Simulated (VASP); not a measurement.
Input of a VASP 6.6.1 run:

The input INCAR:

```
ALGO = Normal ; EDIFF = 1E-6
ENCUT = 520 ; ISIF = 2
ISMEAR = -1 ; LASPH = T
LCHARG = F ; LMAXMIX = 4
LNONCOLLINEAR = T ; LORBIT = 11
LREAL = F ; LWAVE = F
MAGMOM = 0 0 2.4 0 0 -0.7 0 0 -0.7 0 0 0 ; NBANDS = 57
NELM = 150 ; PREC = Accurate
SIGMA = 0.05
```

File KPOINTS:

```
k-points
0
Gamma
  10 10 10
```

POSCAR

```
Mn3Si
1.0
    0.0000000000      2.8610000000      2.8610000000
    2.8610000000      0.0000000000      2.8610000000
    2.8610000000      2.8610000000      0.0000000000
Mn Si
3 1
Direct
    0.5000000000      0.5000000000      0.5000000000
    0.2500000000      0.2500000000      0.2500000000
    0.7500000000      0.7500000000      0.7500000000
    0.0000000000      0.0000000000      0.0000000000
```

Potentials or basis: VASP PAW LDA potentials, release 64 (Mn_pv, Si).

The run is started by

```console
$ cat potpaw_LDA.64/Mn_pv/POTCAR potpaw_LDA.64/Si/POTCAR > POTCAR
$ mpirun -np 1 vasp_ncl > vasp.out
```

(1) What does it give for the pressure?

(2) Predict the band gap on the k mesh.

Results:

(1) -24.0 GPa.

(2) zero (bands 43 and 44 overlap by 0.92 eV).

Caveat: the cell stands under tension.
